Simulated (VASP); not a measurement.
# Hf in VASP: further runs

Hf is run at these levels: LDA; tasks: single point.

Program: VASP 6.6.1. These are calculated values, not measurements. Logs are shortened: lines on timing, memory, paths and dates and some standing lists are left out, and cuts for length are marked.

## 1. The cell of the first run

Symmetry: Fm-3m, No. 225, cubic system. Conventional cell: a = 4.473 Å, b = 4.473 Å, c = 4.473 Å, α = 90.00°, β = 90.00°, γ = 90.00°. Within 4.2 Å of Hf (site symmetry m-3m) lie 12 Hf at 3.16 Å.

This isn't the form of Hf at room conditions, which is hcp.

## 2. Single point, LDA (22.38 Å³/atom)

Contents of INCAR:

```
SYSTEM = Hf
  PREC = Accurate
  ENCUT = 520
  EDIFF = 1E-7
  ISMEAR = 0
  SIGMA = 0.15
  LREAL = .False.
  LASPH = .True.
  NELM = 100
  ALGO = Normal
  ISIF = 2
  LWAVE = .False.
  LCHARG = .True.
  LELF = .True.
  LVHAR = .True.
  NBANDS = 11
```

Contents of KPOINTS:

```
regular mesh
0
Gamma
  20 20 20
  0 0 0
```

Contents of POSCAR:

```
Hf
1.0
    0.0000000000      2.2365785351      2.2365785351
    2.2365785351      0.0000000000      2.2365785351
    2.2365785351      2.2365785351      0.0000000000
Hf
1
Direct
    0.0000000000      0.0000000000      0.0000000000
```

Potentials or basis: VASP PAW LDA potentials, release 64 (Hf_pv).

Run with:

```sh
> cat potpaw_LDA.64/Hf_pv/POTCAR > POTCAR
> mpirun -np 1 vasp_std > vasp.out
```

OUTCAR:

```text
SYSTEM = Hf
   PREC = Accurate
   ENCUT = 520
   EDIFF = 1E-7
   ISMEAR = 0
   LREAL = .False.
   LASPH = .True.
   NELM = 100
   ISIF = 2

 ion  position               nearest neighbor table
   1  0.000  0.000  0.000-

  LATTYP: Found a face centered cubic cell.
 ALAT       =     4.4731570702

  Lattice vectors:

 A1 = (   0.0000000000,   2.2365785351,   2.2365785351)
 A2 = (   2.2365785351,   0.0000000000,   2.2365785351)
 A3 = (   2.2365785351,   2.2365785351,   0.0000000000)

Analysis of symmetry for initial positions (statically):
=====================================================================
 Subroutine PRICEL returns:
 Original cell was already a primitive cell.

 Routine SETGRP: Setting up the symmetry group for a
 face centered cubic supercell.

 Subroutine GETGRP returns: Found 48 space group operations
 (whereof 48 operations were pure point group operations)
 out of a pool of 48 trial point group operations.

The static configuration has the point symmetry O_h .

Analysis of symmetry for dynamics (positions and initial velocities):
=====================================================================
 Subroutine PRICEL returns:
 Original cell was already a primitive cell.

 Routine SETGRP: Setting up the symmetry group for a
 face centered cubic supercell.

 Subroutine GETGRP returns: Found 48 space group operations
 (whereof 48 operations were pure point group operations)
 out of a pool of 48 trial point group operations.

The dynamic configuration has the point symmetry O_h .

 Subroutine INISYM returns: Found 48 space group operations
 (whereof 48 operations are pure point group operations),
 and found     1 'primitive' translations

----------------------------------------------------------------------------------------

                                     Primitive cell

  volume of cell :      22.3760

  direct lattice vectors                    reciprocal lattice vectors
     0.000000000  2.236578535  2.236578535    -0.223555754  0.223555754  0.223555754
     2.236578535  0.000000000  2.236578535     0.223555754 -0.223555754  0.223555754
     2.236578535  2.236578535  0.000000000     0.223555754  0.223555754 -0.223555754

  length of vectors
     3.162999698  3.162999698  3.162999698     0.387209924  0.387209924  0.387209924

  position of ions in fractional coordinates (direct lattice)
     0.000000000  0.000000000  0.000000000

  ion indices of the primitive-cell ions
   primitive index   ion index
                 1           1

[... 72 lines left out ...]
   LREAL  =      F    real-space projection
   EDIFFG = 0.1E-05   stopping-criterion for IOM
   NSW    =      0    number of steps for IOM
   IBRION =     -1    ionic relax: 0-MD 1-quasi-New 2-CG
   NFREE  =      0    steps in history (QN), initial steepest desc. (CG)
   ISIF   =      2    stress and relaxation
   ISYM   =      2    0-nonsym 1-usesym 2-fastsym
   POTIM  = 0.5000    time-step for ionic-motion
   TEBEG  =    0.0;   TEEND  =   0.0 temperature during run
   PSTRESS=    0.0 pullay stress
   NELECT =      10.0000    total number of electrons
   NUPDOWN=      -1.0000    fix difference up-down
   EMIN   =  10.00;   EMAX   =-10.00  energy-range for DOS
   EFERMI =   0.00;   METHOD = LEGACY
   ISMEAR =     0;   SIGMA  =   0.15  broadening in eV -4-tet -1-fermi 0-gaus
   EFERMI_NEDOS =   21; number of points for ismear=-14 and -15
   IALGO  =     38    algorithm
   IMIX   =      4    mixing-type and parameters
     AMIX     =   0.40;   BMIX     =  1.00
     AMIX_MAG =   1.60;   BMIX_MAG =  1.00
  volume/ion in A,a.u.               =      22.38       151.00
  Fermi-wavevector in a.u.,A,eV,Ry     =   1.251644  2.365263 21.315046  1.566612
  Thomas-Fermi vector in A             =   2.385581
   LORBIT       =      0    0 simple, 1 ext, 2 COOP (PROOUT), +10 PAW based schemes
   GGA     = CA    functional components
   LHFCALC =     F    Hartree Fock is set to
   AEXX    =    0.0000 exact exchange contribution
   IVDW    =     0    specifies the selected vdW correction
   LEPSILON=     F    determine dielectric tensor
   LRPA    =     F    only Hartree local field effects (RPA)
 non-spin polarized calculation
 Gauss-broadening in eV      SIGMA  =   0.15
  energy-cutoff  :      520.00
  volume of cell :       22.38
 maximum number of plane-waves:       620
   NGX = 11   NGY = 11   NGZ = 11

 number of electron      10.0000000 magnetization

 number of electron       9.9999999 magnetization

 Free energy of the ion-electron system (eV)
  ---------------------------------------------------
  ext. energy  EPLUGINS =         0.00000000
  ---------------------------------------------------
  free energy    TOTEN  =       -10.59865296 eV

  energy without entropy =      -10.58189841  energy(sigma->0) =      -10.59027569

 E-fermi :   4.6214     XC(G=0): -11.4712

 val. band max:        4.6158519688   @ k =  -0.3500   0.1000   0.0000
 cond. band min:       4.6218619312   @ k =  -0.2500   0.0500   0.0000
 fundamental gap:      0.0060099624
 Fermi energy:         4.6213849692

 k-point     1 :       0.0000    0.0000    0.0000
  band No.  band energies     occupation
      1     -25.2486      2.00000
      2     -25.2486      2.00000
      3     -25.2486      2.00000
      4      -2.5330      2.00000
      5       5.9402      0.00000
      6       5.9402      0.00000
      7       5.9402      0.00000
      8       8.6867      0.00000
      9       8.6867      0.00000
     10      16.0374      0.00000
     11      16.7216      0.00000
[... 309 lines left out ...]
 k-point    24 :      -0.3500    0.0500    0.0000
  band No.  band energies     occupation
      1     -25.9433      2.00000
      2     -25.3639      2.00000
      3     -25.3360      2.00000
      4       0.6376      2.00000
      5       4.6963      0.48012
      6       5.8507      0.00000
      7       5.9880      0.00000
      8       9.5557      0.00000
      9      10.2970      0.00000
     10      14.7834      0.00000
     11      16.7186      0.00000

 [... further k-points ...]
[... 5 lines left out ...]
  --------------------------------------------------------------------------------------
  -------------------------------------------------------------------------------------
  Total       -1.0808645     -1.0808645     -1.0808645      0.0000000      0.0000000     -0.0000000
  in kB      -77.3925886    -77.3925886    -77.3925886      0.0000000      0.0000000     -0.0000000
  external PRESSURE =     -77.3925886 kB  Pullay stress =       0.0000000 kB

 VOLUME and BASIS-vectors are now :
 -----------------------------------------------------------------------------
  energy-cutoff  :      520.00
  volume of cell :       22.38
      direct lattice vectors                 reciprocal lattice vectors
     0.000000000  2.236578535  2.236578535    -0.223555754  0.223555754  0.223555754
     2.236578535  0.000000000  2.236578535     0.223555754 -0.223555754  0.223555754
     2.236578535  2.236578535  0.000000000     0.223555754  0.223555754 -0.223555754

 POSITION                                       TOTAL-FORCE (eV/Angst)
 -----------------------------------------------------------------------------------
      0.00000      0.00000      0.00000         0.000000     -0.000000      0.000000
 -----------------------------------------------------------------------------------
    total drift:                                0.000000      0.000000     -0.000000

  FREE ENERGIE OF THE ION-ELECTRON SYSTEM (eV)
  ---------------------------------------------------
  free  energy   TOTEN  =       -10.5986529634 eV

  energy  without entropy=      -10.5818984135  energy(sigma->0) =      -10.59027569
```

OSZICAR:

```text
N       E                     dE             d eps       ncg     rms          rms(c)
DAV:   1     0.122345193441E+02    0.12235E+02   -0.57319E+03  5688   0.841E+02
DAV:   2    -0.105336353665E+02   -0.22768E+02   -0.22059E+02  7186   0.154E+02
DAV:   3    -0.109686545615E+02   -0.43502E+00   -0.43055E+00  7109   0.146E+01
DAV:   4    -0.109703169860E+02   -0.16624E-02   -0.16622E-02  6526   0.108E+00
DAV:   5    -0.109703260811E+02   -0.90951E-05   -0.90946E-05  7143   0.708E-02    0.456E+01
DAV:   6    -0.106946065002E+02    0.27572E+00   -0.22521E-01  6469   0.337E+00    0.268E+01
DAV:   7    -0.106028863755E+02    0.91720E-01   -0.33646E-01  6436   0.390E+00    0.127E+00
DAV:   8    -0.105986308963E+02    0.42555E-02   -0.24476E-02  6426   0.108E+00    0.757E-02
DAV:   9    -0.105986542637E+02   -0.23367E-04   -0.32296E-04  6683   0.147E-01    0.476E-02
DAV:  10    -0.105986538117E+02    0.45195E-06   -0.19020E-05  6641   0.312E-02    0.452E-02
DAV:  11    -0.105986529597E+02    0.85206E-06   -0.23836E-06  6656   0.116E-02    0.286E-03
DAV:  12    -0.105986529634E+02   -0.37396E-08   -0.28901E-08  4021   0.162E-03
   1 F= -.10598653E+02 E0= -.10590276E+02  d E =-.167545E-01
```

stdout:

```text
POSCAR found type information on POSCAR Hf
 POSCAR found :  1 types and       1 ions
 scaLAPACK will be used
 LDA part: xc-table for (Slater(with rela. corr.)+CA(PZ))
 , standard interpolation
 POSCAR, INCAR and KPOINTS ok, starting setup
 FFT: planning ... GRIDC
 FFT: planning ... GRID_SOFT
 FFT: planning ... GRID
 WAVECAR not read
 entering main loop
```

It took 54 s on 1 thread of Intel Xeon 8259CL, shared host; peak memory 0.18 GiB.

What came out:

| Quantity | Value |
| --- | --- |
| Free energy | -10.5987 eV |
| Pressure | -7.7 GPa |
| Band gap on the k mesh | zero (bands 5 and 6 overlap by 1.84 eV) |

Caveat: the cell stands under tension; spin-orbit coupling is left out, which moves the levels of the heavy elements.

## 3. Single point, LDA (23.20 Å³/atom)

This run uses another cell than the first one, of 23.20 Å³/atom.

Contents of INCAR:

```
SYSTEM = Hf
  PREC = Accurate
  ENCUT = 520
  EDIFF = 1E-6
  ISMEAR = 0
  SIGMA = 0.15
  LREAL = .FALSE.
  LASPH = .TRUE.
  NELM = 80
  ALGO = Normal
  ISIF = 2
  LWAVE = .FALSE.
  LCHARG = .FALSE.
  NBANDS = 11
```

Contents of KPOINTS:

```
regular mesh
0
G
  20 20 20
  0 0 0
```

Contents of POSCAR:

```
Hf
1.0
    0.0000000000      2.2638650025      2.2638650025
    2.2638650025      0.0000000000      2.2638650025
    2.2638650025      2.2638650025      0.0000000000
Hf
1
Direct
    0.0000000000      0.0000000000      0.0000000000
```

Potentials or basis: VASP PAW LDA potentials, release 64 (Hf_pv).

Run with:

```sh
> cat potpaw_LDA.64/Hf_pv/POTCAR > POTCAR
> mpirun -np 1 vasp_std > vasp.out
```

Run time: 58 s. Hardware: 1 thread of Intel Xeon 8259CL, shared host; peak memory 0.18 GiB.

It converged, with:

| Property | Result |
| --- | --- |
| Free energy | -10.5507 eV |
| Pressure | -10.8 GPa |
| Band gap on the k mesh | zero (bands 5 and 6 overlap by 1.78 eV) |

Levels at points of the mesh, in eV from the Fermi level:
```csv
k point,band 1,band 2,band 3,band 4,band 5,band 6,band 7,band 8,band 9,band 10
"(0.00, 0.00, 0.00)",-30.00,-30.00,-30.00,-7.03,1.30,1.30,1.30,3.92,3.92,11.30
"(0.50, 0.00, 0.00)",-30.73,-30.10,-30.10,-3.54,0.61,1.09,1.09,5.95,5.95,8.83
"(0.50, 0.50, 0.00)",-30.69,-30.27,-30.27,-3.12,-2.04,2.46,5.93,6.55,6.55,9.65
```

Caveat: the cell stands under tension; spin-orbit coupling is left out, which moves the levels of the heavy elements.

## 4. Single point, LDA (20.72 Å³/atom)

This run uses another cell than the first one, of 20.72 Å³/atom.

Contents of INCAR:

```
  PREC = Accurate
  ENCUT = 520
  EDIFF = 1E-6
  ISMEAR = 0
  SIGMA = 0.15
  LREAL = F
  LASPH = T
  NELM = 100
  ALGO = Fast
  ISIF = 2
  LWAVE = F
  LCHARG = T
  LELF = T
  LVHAR = T
  NBANDS = 11
```

Contents of KPOINTS:

```
regular mesh
0
Gamma
  20 20 20
```

Contents of POSCAR:

```
Hf
1.0
    0.0000000000      2.1245354981      2.2951356986
    2.1245354981      0.0000000000      2.2951356986
    2.1245354981      2.1245354981      0.0000000000
Hf
1
Direct
    0.0000000000      0.0000000000      0.0000000000
```

Run with:

```sh
> cat potpaw_LDA.64/Hf_pv/POTCAR > POTCAR
> mpirun -np 1 vasp_std > vasp.out
```

Run time: 2.5 min. Hardware: 1 thread of Intel Xeon 8259CL, shared host; peak memory 0.25 GiB.

It converged, with:

```yaml
Free_energy: -10.6266 eV
Pressure: 0.0 GPa
Band_gap_on_the_k_mesh: zero (bands 5 and 6 overlap by 1.80 eV)
```

Stress tensor (GPa, compression positive):
```
 1.36  0.00  0.00
 0.00  1.36  0.00
 0.00  0.00 -2.58
```

Levels at points of the mesh, in eV from the Fermi level:
| k point | band 2 | band 3 | band 4 | band 5 | band 6 | band 7 | band 8 | band 9 |
| --- | --- | --- | --- | --- | --- | --- | --- | --- |
| (0.00, 0.00, 0.00) | -29.56 | -29.56 | -7.38 | 0.75 | 1.75 | 1.75 | 3.59 | 5.12 |
| (0.50, 0.00, 0.00) | -29.77 | -29.64 | -3.83 | 0.61 | 1.05 | 1.66 | 6.49 | 7.01 |
| (0.50, 0.50, 0.00) | -29.86 | -29.86 | -3.68 | -2.30 | 2.29 | 6.89 | 7.45 | 7.45 |
| (0.50, 0.00, 0.50) | -30.09 | -29.91 | -3.53 | -2.45 | 3.57 | 6.55 | 6.86 | 8.07 |

Caveat: spin-orbit coupling is left out, which moves the levels of the heavy elements.

## 5. Single point, LDA (22.38 Å³/atom)

Edit INCAR of step 4 so:

```diff
@@ -12,2 +12,3 @@
   LCHARG = T
+  GGA = CA
   LELF = T
```

Contents of KPOINTS:

```
Automatic mesh
0
Gamma
  20 20 20
```

Contents of POSCAR:

```
Hf
1.0
    0.0000000000      2.1797299617      2.3547622776
    2.1797299617      0.0000000000      2.3547622776
    2.1797299617      2.1797299617      0.0000000000
Hf
1
Direct
    0.0000000000      0.0000000000      0.0000000000
```

Potentials or basis: VASP PAW LDA potentials, release 64 (Hf_pv).

Run with:

```sh
> cat potpaw_LDA.64/Hf_pv/POTCAR > POTCAR
> mpirun -np 1 vasp_std > vasp.out
```

OUTCAR:

```text
PREC = Accurate
   ENCUT = 520
   EDIFF = 1E-6
   ISMEAR = 0
   LREAL = F
   LASPH = T
   NELM = 100
   ISIF = 2
   GGA = CA

 ion  position               nearest neighbor table
   1  0.000  0.000  0.000-

  LATTYP: Found a body centered tetragonal cell.
 ALAT       =     3.0826036741
 C/A-ratio  =     1.5277749114

  Lattice vectors:

 A1 = (  -2.1797299617,   0.0000000000,   2.3547622776)
 A2 = (   2.1797299617,   0.0000000000,   2.3547622776)
 A3 = (   0.0000000000,   2.1797299617,  -2.3547622776)

Analysis of symmetry for initial positions (statically):
=====================================================================
 Subroutine PRICEL returns:
 Original cell was already a primitive cell.

 Routine SETGRP: Setting up the symmetry group for a
 body centered tetragonal supercell.

 Subroutine GETGRP returns: Found 16 space group operations
 (whereof 16 operations were pure point group operations)
 out of a pool of 16 trial point group operations.

The static configuration has the point symmetry D_4h.

Analysis of symmetry for dynamics (positions and initial velocities):
=====================================================================
 Subroutine PRICEL returns:
[... 162 lines left out ...]
 fundamental gap:      0.0088947224
 Fermi energy:         4.5965109228

 k-point     1 :       0.0000    0.0000    0.0000
  band No.  band energies     occupation
      1     -25.2629      2.00000
      2     -25.2462      2.00000
      3     -25.2462      2.00000
      4      -2.5307      2.00000
      5       5.3599      0.00000
      6       6.2854      0.00000
      7       6.2854      0.00000
      8       7.9464      0.00000
      9       9.3233      0.00000
     10      16.1189      0.00000
     11      16.7186      0.00000
[... 309 lines left out ...]
 k-point    24 :      -0.3500    0.0500    0.0000
  band No.  band energies     occupation
      1     -25.9685      2.00000
      2     -25.4013      2.00000
      3     -25.2960      2.00000
      4       0.6718      2.00000
      5       4.6724      0.47420
      6       5.4363      0.00000
      7       6.4697      0.00000
      8       9.5245      0.00000
      9      10.3595      0.00000
     10      14.7541      0.00000
     11      17.3825      0.00000

 [... further k-points ...]
[... 5 lines left out ...]
  --------------------------------------------------------------------------------------
  -------------------------------------------------------------------------------------
  Total       -0.9092482     -0.9092482     -1.4382007      0.0000000      0.0000000     -0.0000000
  in kB      -65.1044353    -65.1044353   -102.9787528      0.0000000      0.0000000     -0.0000000
  external PRESSURE =     -77.7292078 kB  Pullay stress =       0.0000000 kB

 VOLUME and BASIS-vectors are now :
 -----------------------------------------------------------------------------
  energy-cutoff  :      520.00
  volume of cell :       22.38
      direct lattice vectors                 reciprocal lattice vectors
     0.000000000  2.179729962  2.354762278    -0.229386212  0.229386212  0.212335659
     2.179729962  0.000000000  2.354762278     0.229386212 -0.229386212  0.212335659
     2.179729962  2.179729962  0.000000000     0.229386212  0.229386212 -0.212335659

 POSITION                                       TOTAL-FORCE (eV/Angst)
 -----------------------------------------------------------------------------------
      0.00000      0.00000      0.00000         0.000000      0.000000      0.000000
 -----------------------------------------------------------------------------------
    total drift:                               -0.000000      0.000000     -0.000000

  FREE ENERGIE OF THE ION-ELECTRON SYSTEM (eV)
  ---------------------------------------------------
  free  energy   TOTEN  =       -10.5845527707 eV

  energy  without entropy=      -10.5657327962  energy(sigma->0) =      -10.57514278
```

stdout:

```text
POSCAR found type information on POSCAR Hf
 POSCAR found :  1 types and       1 ions
 scaLAPACK will be used
 LDA part: xc-table for (Slater(with rela. corr.)+CA(PZ))
 , standard interpolation
 POSCAR, INCAR and KPOINTS ok, starting setup
 FFT: planning ... GRIDC
 FFT: planning ... GRID_SOFT
 FFT: planning ... GRID
 WAVECAR not read
 entering main loop
```

It took 64 s on 1 thread of Intel Xeon Platinum 8488C (Sapphire Rapids), shared host; peak memory 0.26 GiB.

What came out:

```yaml
Free_energy: -10.5846 eV
Pressure: -7.8 GPa
Band_gap_on_the_k_mesh: zero (bands 5 and 6 overlap by 1.75 eV)
```

Stress tensor (GPa, compression positive):
```
 -6.51   0.00   0.00
  0.00  -6.51   0.00
  0.00   0.00 -10.30
```

Levels at points of the mesh, in eV from the Fermi level:
| k point | band 3 | band 4 | band 5 | band 6 | band 7 | band 8 |
| --- | --- | --- | --- | --- | --- | --- |
| (0.00, 0.00, 0.00) | -29.84 | -7.13 | 0.76 | 1.69 | 1.69 | 3.35 |
| (0.50, 0.00, 0.00) | -29.91 | -3.61 | 0.65 | 0.76 | 1.62 | 5.96 |
| (0.50, 0.50, 0.00) | -30.07 | -3.37 | -2.03 | 1.89 | 6.32 | 6.81 |
| (0.50, 0.00, 0.50) | -30.11 | -3.19 | -2.15 | 3.09 | 6.01 | 6.29 |

Caveat: the cell stands under tension; spin-orbit coupling is left out, which moves the levels of the heavy elements.

## 6. Overview

```csv
cell,gap on the mesh (eV),pressure (GPa)
"a = 3.163 Å, angles 60.0°, 1 atom",none,-7.7
"a = 3.202 Å, angles 60.0°, 1 atom",none,-10.8
"a = 3.128, b = 3.128, c = 3.005 Å, angles 61.3, 61.3, 57.4°, 1 atom",none,0.0
"a = 3.209, b = 3.209, c = 3.083 Å, angles 61.3, 61.3, 57.4°, 1 atom",none,-7.8
```

Alike in all rows: task single point; level LDA; potentials or basis VASP PAW LDA potentials, release 64 (Hf_pv); no spin polarisation; k mesh 20 × 20 × 20; cutoff (eV) 520; smearing gaussian 0.15 eV.

Caveats: spin-orbit coupling is left out, which moves the levels of the heavy elements; the cell stands under tension (at least some runs).

Absolute energies hang on the potentials; compare differences alone.
